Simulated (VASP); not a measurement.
# Au (Cmcm) in VASP: a series of runs

Au is run at these levels: PBE; tasks: single point, relaxation of cell and atoms.

Program: VASP 6.6.1. These are calculated values, not measurements. Logs are shortened: lines on timing, memory, paths and dates and some standing lists are left out, and cuts for length are marked.

## Step 1: The cell of the first run

Symmetry: Cmcm, No. 63, orthorhombic system. The conventional cell has a = 2.894 Å, b = 5.192 Å, c = 4.941 Å, α = 90.00°, β = 90.00°, γ = 90.00°. Within 3.8 Å of Au (site symmetry m2m) lie 12 Au at 2.89 to 3.00 Å.

## Step 2: Single point, PBE (equal strain along all axes, cell held: +1.0 %, then relaxed in part)

File INCAR:

```
  ALGO = Normal
  EDIFF = 1E-6
  ENCUT = 520
  GGA = PE
  ISIF = 2
  ISMEAR = 0
  LASPH = True
  LCHARG = True
  LELF = True
  LREAL = False
  LVHAR = True
  LWAVE = False
  NBANDS = 30
  NELM = 100
  PREC = Accurate
  SIGMA = 0.1
```

File KPOINTS:

```
k-points
0
Gamma
  14 8 10
```

File POSCAR:

```
Au
1.0
    2.8940755587      0.0000000000      0.0000000000
    0.0000000000      5.1921696968      0.0000000000
    0.0000000000      0.0000000000      4.9410542178
Au
4
Direct
    0.0000000000      0.3360485564      0.7500000000
    0.5000000000      0.1639514436      0.2500000000
    0.5000000000      0.8360485564      0.7500000000
    0.0000000000      0.6639514436      0.2500000000
```

Potentials or basis: VASP PAW PBE potentials, release 64 (Au).

Launch:

```
$ cat potpaw_PBE.64/Au/POTCAR > POTCAR
$ mpirun -np 1 vasp_std > vasp.out
```

OUTCAR:

```text
EDIFF = 1E-6
   ENCUT = 520
   GGA = PE
   ISIF = 2
   ISMEAR = 0
   LASPH = True
   LREAL = False
   NELM = 100
   PREC = Accurate

 ion  position               nearest neighbor table
   1  0.000  0.336  0.750-   3 2.97   3 2.97   3 2.97   3 2.97   2 3.00   2 3.00   2 3.00   2 3.00
                             4 3.00   4 3.00
   2  0.500  0.164  0.250-   4 2.97   4 2.97   4 2.97   4 2.97   1 3.00   1 3.00   1 3.00   1 3.00
                             3 3.00   3 3.00
   3  0.500  0.836  0.750-   1 2.97   1 2.97   1 2.97   1 2.97   4 3.00   4 3.00   4 3.00   4 3.00
                             2 3.00   2 3.00
   4  0.000  0.664  0.250-   2 2.97   2 2.97   2 2.97   2 2.97   3 3.00   3 3.00   3 3.00   3 3.00
                             1 3.00   1 3.00

  LATTYP: Found a simple orthorhombic cell.
 ALAT       =     2.8940755587
 B/A-ratio  =     1.7072996601
 C/A-ratio  =     1.7940684656

  Lattice vectors:

 A1 = (  -2.8940755587,   0.0000000000,   0.0000000000)
 A2 = (   0.0000000000,   0.0000000000,   4.9410542178)
 A3 = (   0.0000000000,   5.1921696968,   0.0000000000)

Analysis of symmetry for initial positions (statically):
=====================================================================
 Subroutine PRICEL returns following result:

  LATTYP: Found a base centered orthorhombic cell.
 ALAT       =     2.8940755587
 B/A-ratio  =     1.7940684656
 C/A-ratio  =     1.7072996601

  Lattice vectors:

 A1 = (  -1.4470377794,   2.5960848484,   0.0000000000)
 A2 = (  -1.4470377793,  -2.5960848484,   0.0000000000)
 A3 = (   0.0000000000,   0.0000000000,   4.9410542178)

   2 primitive cells build up your supercell.

 Routine SETGRP: Setting up the symmetry group for a
 simple orthorhombic supercell.

 Subroutine GETGRP returns: Found  8 space group operations
 (whereof  4 operations were pure point group operations)
 out of a pool of  8 trial point group operations.

The static configuration has the point symmetry C_2h.
 The point group associated with its full space group is D_2h.

Analysis of symmetry for dynamics (positions and initial velocities):
=====================================================================
 Subroutine PRICEL returns following result:

  LATTYP: Found a base centered orthorhombic cell.
 ALAT       =     2.8940755587
 B/A-ratio  =     1.7940684656
 C/A-ratio  =     1.7072996601

  Lattice vectors:

 A1 = (  -1.4470377794,   2.5960848484,   0.0000000000)
 A2 = (  -1.4470377793,  -2.5960848484,   0.0000000000)
 A3 = (   0.0000000000,   0.0000000000,   4.9410542178)

   2 primitive cells build up your supercell.

 Routine SETGRP: Setting up the symmetry group for a
 simple orthorhombic supercell.

 Subroutine GETGRP returns: Found  8 space group operations
 (whereof  4 operations were pure point group operations)
 out of a pool of  8 trial point group operations.

The dynamic configuration has the point symmetry C_2h.
 The point group associated with its full space group is D_2h.

 Subroutine INISYM returns: Found  8 space group operations
 (whereof  4 operations are pure point group operations),
 and found     2 'primitive' translations

----------------------------------------------------------------------------------------

                                     Primitive cell

  volume of cell :      37.1235

  direct lattice vectors                    reciprocal lattice vectors
    -1.447037779  2.596084848  0.000000000    -0.345533480  0.192597711  0.000000000
    -1.447037779 -2.596084848  0.000000000    -0.345533480 -0.192597711  0.000000000
     0.000000000  0.000000000  4.941054218     0.000000000  0.000000000  0.202385960

  length of vectors
     2.972133051  2.972133051  4.941054218     0.395584712  0.395584712  0.202385960

  position of ions in fractional coordinates (direct lattice)
     0.336048556  0.663951444  0.750000000
     0.663951444  0.336048556  0.250000000

  ion indices of the primitive-cell ions
   primitive index   ion index
                 1           1
                 2           4

----------------------------------------------------------------------------------------

 KPOINTS: k-points

Automatic generation of k-mesh.
 Grid dimensions read from file:
 generate k-points for:   14    8   10

 Generating k-lattice:

  Cartesian coordinates                     Fractional coordinates (reciprocal lattice)
     0.024680963  0.000000000  0.000000000     0.071428571  0.000000000  0.000000000
     0.000000000  0.024074714  0.000000000     0.000000000  0.125000000  0.000000000
     0.000000000  0.000000000  0.020238596     0.000000000  0.000000000  0.100000000

  Length of vectors
     0.024680963  0.024074714  0.020238596

  Shift w.r.t. Gamma in fractional coordinates (k-lattice)
     0.000000000  0.000000000  0.000000000

 Subroutine IBZKPT returns following result:
 ===========================================

 Found    240 irreducible k-points:

 Following reciprocal coordinates:
            Coordinates               Weight
  0.000000  0.000000  0.000000      1.000000
  0.071429  0.000000  0.000000      2.000000
  0.142857  0.000000  0.000000      2.000000
  0.214286  0.000000  0.000000      2.000000
  0.285714  0.000000  0.000000      2.000000
  0.357143  0.000000  0.000000      2.000000
[... 16 lines left out ...]
  0.428571  0.250000  0.000000      4.000000
  0.500000  0.250000  0.000000      2.000000
 [... further k-points ...]
   k-points           NKPTS =    240   k-points in BZ     NKDIM =    240   number of bands    NBANDS=     30
   number of dos      NEDOS =    301   number of ions     NIONS =      4
   total plane-waves  NPLWV =  38400
   dimension x,y,z NGX =    24 NGY =   40 NGZ =   40
   dimension x,y,z NGXF=    48 NGYF=   80 NGZF=   80
   ions per type =               4
   NGX,Y,Z   is equivalent  to a cutoff of  13.79, 12.81, 13.46 a.u.
   NGXF,Y,Z  is equivalent  to a cutoff of  27.57, 25.61, 26.92 a.u.
 SYSTEM =  unknown system
   PREC   = accura    normal or accurate (medium, high low for compatibility)
   ISTART =      0    job   : 0-new  1-cont  2-samecut
   ICHARG =      2    charge: 1-file 2-atom 10-const
   ISPIN  =      1    spin polarized calculation?
   LNONCOLLINEAR =      F non collinear calculations
   LSORBIT =      F    spin-orbit coupling
   LASPH  =      T    aspherical Exc in radial PAW
   ENCUT  =  520.0 eV  38.22 Ry    6.18 a.u.   5.38  9.65  9.19*2*pi/ulx,y,z
   NELM   =    100;   NELMIN=  2; NELMDL= -5     # of ELM steps
   EDIFF  = 0.1E-05   stopping-criterion for ELM
   LREAL  =      F    real-space projection
   EDIFFG = 0.1E-04   stopping-criterion for IOM
   NSW    =      0    number of steps for IOM
   IBRION =     -1    ionic relax: 0-MD 1-quasi-New 2-CG
   NFREE  =      0    steps in history (QN), initial steepest desc. (CG)
   ISIF   =      2    stress and relaxation
   ISYM   =      2    0-nonsym 1-usesym 2-fastsym
   POTIM  = 0.5000    time-step for ionic-motion
   TEBEG  =    0.0;   TEEND  =   0.0 temperature during run
   PSTRESS=    0.0 pullay stress
   NELECT =      44.0000    total number of electrons
   NUPDOWN=      -1.0000    fix difference up-down
   EMIN   =  10.00;   EMAX   =-10.00  energy-range for DOS
   EFERMI =   0.00;   METHOD = LEGACY
   ISMEAR =     0;   SIGMA  =   0.10  broadening in eV -4-tet -1-fermi 0-gaus
   EFERMI_NEDOS =   21; number of points for ismear=-14 and -15
   IALGO  =     38    algorithm
   IMIX   =      4    mixing-type and parameters
     AMIX     =   0.40;   BMIX     =  1.00
     AMIX_MAG =   1.60;   BMIX_MAG =  1.00
  volume/ion in A,a.u.               =      18.56       125.26
  Fermi-wavevector in a.u.,A,eV,Ry     =   1.375096  2.598554 25.727097  1.890888
  Thomas-Fermi vector in A             =   2.500463
   LORBIT       =      0    0 simple, 1 ext, 2 COOP (PROOUT), +10 PAW based schemes
   GGA     = PE    functional components
   LHFCALC =     F    Hartree Fock is set to
   AEXX    =    0.0000 exact exchange contribution
   IVDW    =     0    specifies the selected vdW correction
   LEPSILON=     F    determine dielectric tensor
   LRPA    =     F    only Hartree local field effects (RPA)
 non-spin polarized calculation
 Gauss-broadening in eV      SIGMA  =   0.10
  energy-cutoff  :      520.00
  volume of cell :       74.25
 maximum number of plane-waves:      2022
 NGX is ok and might be reduce to    24
   NGX = 11   NGY = 19   NGZ = 19

 number of electron      43.9999998 magnetization

 Free energy of the ion-electron system (eV)
  ---------------------------------------------------
  ext. energy  EPLUGINS =         0.00000000
  ---------------------------------------------------
  free energy    TOTEN  =       -12.82848079 eV

  energy without entropy =      -12.82223072  energy(sigma->0) =      -12.82535576

 E-fermi :   8.1557     XC(G=0): -12.2079

 val. band max:        8.1521785295   @ k =   0.2857   0.2500   0.2000
 cond. band min:       8.1652080034   @ k =   0.5000   0.2500   0.0000
 fundamental gap:      0.0130294740
 Fermi energy:         8.1557353145

 k-point     1 :       0.0000    0.0000    0.0000
  band No.  band energies     occupation
      1      -0.8733      2.00000
      2       1.4585      2.00000
      3       1.8921      2.00000
      4       1.9278      2.00000
      5       2.5038      2.00000
      6       3.6854      2.00000
[... 22 lines left out ...]
     29      18.8087      0.00000
     30      18.9176      0.00000

 k-point     2 :       0.0714    0.0000    0.0000
  band No.  band energies     occupation
      1      -0.7553      2.00000
      2       1.5568      2.00000
      3       1.9970      2.00000
      4       2.0357      2.00000
      5       2.5186      2.00000
      6       3.6939      2.00000
[... 22 lines left out ...]
     29      18.3101      0.00000
     30      18.9648      0.00000

 k-point     3 :       0.1429    0.0000    0.0000
  band No.  band energies     occupation
      1      -0.4108      2.00000
      2       1.8290      2.00000
      3       2.2899      2.00000
      4       2.3284      2.00000
      5       2.5542      2.00000
      6       3.6380      2.00000
[... 22 lines left out ...]
     29      17.3471      0.00000
     30      19.0647      0.00000

 k-point     4 :       0.2143    0.0000    0.0000
  band No.  band energies     occupation
      1       0.1313      2.00000
      2       2.2074      2.00000
      3       2.5862      2.00000
      4       2.6973      2.00000
      5       2.6981      2.00000
      6       3.4700      2.00000
[... 22 lines left out ...]
     29      16.7532      0.00000
     30      19.0855      0.00000

 k-point     5 :       0.2857    0.0000    0.0000
  band No.  band energies     occupation
      1       0.8186      2.00000
      2       2.5867      2.00000
      3       2.5875      2.00000
      4       2.9682      2.00000
      5       3.0385      2.00000
      6       3.2672      2.00000
[... 22 lines left out ...]
     29      17.4812      0.00000
     30      18.6602      0.00000
[... 526 lines left out ...]
     29      16.5763      0.00000
     30      19.2815      0.00000

 k-point    22 :       0.3571    0.2500    0.0000
  band No.  band energies     occupation
      1       1.6151      2.00000
      2       2.3262      2.00000
      3       2.5537      2.00000
      4       2.5684      2.00000
      5       2.6063      2.00000
      6       2.8732      2.00000
[... 22 lines left out ...]
     29      16.0319      0.00000
     30      17.6664      0.00000

 k-point    23 :       0.4286    0.2500    0.0000
  band No.  band energies     occupation
      1       2.0021      2.00000
      2       2.2780      2.00000
      3       2.4000      2.00000
      4       2.4279      2.00000
      5       2.4914      2.00000
      6       2.6360      2.00000
[... 22 lines left out ...]
     29      15.9979      0.00000
     30      17.0119      0.00000

 k-point    24 :       0.5000    0.2500    0.0000
  band No.  band energies     occupation
      1       2.2471      2.00000
      2       2.2471      2.00000
      3       2.2946      2.00000
      4       2.2946      2.00000
      5       2.5112      2.00000
      6       2.5112      2.00000
[... 22 lines left out ...]
     29      15.4652      0.00000
     30      15.4652      0.00000

 [... further k-points ...]

------------------------ aborting loop because EDIFF is reached ----------------------------------------

  FORCE on cell =-STRESS in cart. coord.  units (eV):
  Direction    XX          YY          ZZ          XY          YZ          ZX
  --------------------------------------------------------------------------------------
  -------------------------------------------------------------------------------------
  Total       -1.7865588     -1.9270914     -1.7702484      0.0000000     -0.0000000      0.0000000
  in kB      -38.5522322    -41.5847912    -38.2002701      0.0000000     -0.0000000      0.0000000
  external PRESSURE =     -39.4457645 kB  Pullay stress =       0.0000000 kB

 VOLUME and BASIS-vectors are now :
 -----------------------------------------------------------------------------
  energy-cutoff  :      520.00
  volume of cell :       74.25
      direct lattice vectors                 reciprocal lattice vectors
     2.894075559  0.000000000  0.000000000     0.345533480  0.000000000  0.000000000
     0.000000000  5.192169697  0.000000000     0.000000000  0.192597711  0.000000000
     0.000000000  0.000000000  4.941054218     0.000000000  0.000000000  0.202385960

 POSITION                                       TOTAL-FORCE (eV/Angst)
 -----------------------------------------------------------------------------------
      0.00000      1.74482      3.70579        -0.000000     -0.000998      0.000000
      1.44704      0.85126      1.23526         0.000000      0.000998     -0.000000
      1.44704      4.34091      3.70579         0.000000     -0.000998      0.000000
      0.00000      3.44735      1.23526        -0.000000      0.000998     -0.000000
 -----------------------------------------------------------------------------------
    total drift:                                0.000000     -0.000000     -0.000000

  FREE ENERGIE OF THE ION-ELECTRON SYSTEM (eV)
  ---------------------------------------------------
  free  energy   TOTEN  =       -12.8284807934 eV

  energy  without entropy=      -12.8222307194  energy(sigma->0) =      -12.82535576
```

It took 9.5 min on 1 thread of AMD EPYC 7R43 (Zen 3), shared host; peak memory 0.43 GiB.

Results:

```yaml
Free_energy: -12.8285 eV
Pressure: -3.9 GPa
Band_gap_on_the_k_mesh: zero (band 22 reaches 10.35 eV, above the bottom of band 23 at 6.18 eV)
```

Caveat: the cell differs from its parent crystal (equal strain along all axes, cell held: +1.0 %, then relaxed in part); spin-orbit coupling is left out, which moves the levels of the heavy elements.

[end of part 1 of 2]
